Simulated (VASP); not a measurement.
Input of a VASP 6.6.1 run:

File INCAR:

```
SYSTEM = Ge
ALGO = Normal
DIPOL = 0.5 0.5 0.500
EDIFF = 1E-7
EDIFFG = -0.02
ENCUT = 450
GGA = PE
GGA_COMPAT = .FALSE.
IBRION = 2
IDIPOL = 3
ISIF = 2
ISMEAR = 0
KPAR = 4
LASPH = .TRUE.
LCHARG = .FALSE.
LDIPOL = .TRUE.
LREAL = .FALSE.
LWAVE = .FALSE.
NELM = 120
NELMDL = -8
NELMIN = 4
NSW = 80
PREC = Accurate
SIGMA = 0.1
```

The input KPOINTS:

```
k-points
0
G
  9 9 1
  0 0 0
```

File POSCAR:

```
Ge
1.0
    4.0736913413      0.0000000000      0.0000000000
   -2.0368456706      3.5279201887      0.0000000000
    0.0000000000      0.0000000000     25.8100039188
Ge
8
Direct
    0.3333333333      0.6666666667      0.2905850004
    0.0000000000      0.0000000000      0.3228026927
    0.0000000000      0.0000000000      0.4194557694
    0.6666666667      0.3333333333      0.4516734616
    0.6666666667      0.3333333333      0.5483265384
    0.3333333333      0.6666666667      0.5805442306
    0.3333333333      0.6666666667      0.6771973073
    0.0000000000      0.0000000000      0.7094149996
```

Potentials or basis: VASP PAW PBE potentials, release 64 (Ge_d).

Launch:

```bash
$ cat potpaw_PBE.64/Ge_d/POTCAR > POTCAR
$ mpirun -np 4 vasp_std > vasp.out
```

Task: What does it give for the energy gained by relaxing?

Result: 2.9 meV/atom.

Task: Predict the band gap on the k mesh.

Result: Zero (bands 56 and 57 overlap by 0.19 eV).

Forces on the atoms (eV/Å):
```
Ge   0.000  0.000 -0.003
Ge   0.000  0.000 -0.010
Ge   0.000  0.000  0.013
Ge   0.000  0.000 -0.001
Ge   0.000  0.000  0.001
Ge   0.000  0.000 -0.013
Ge   0.000  0.000  0.010
Ge   0.000  0.000  0.003
```
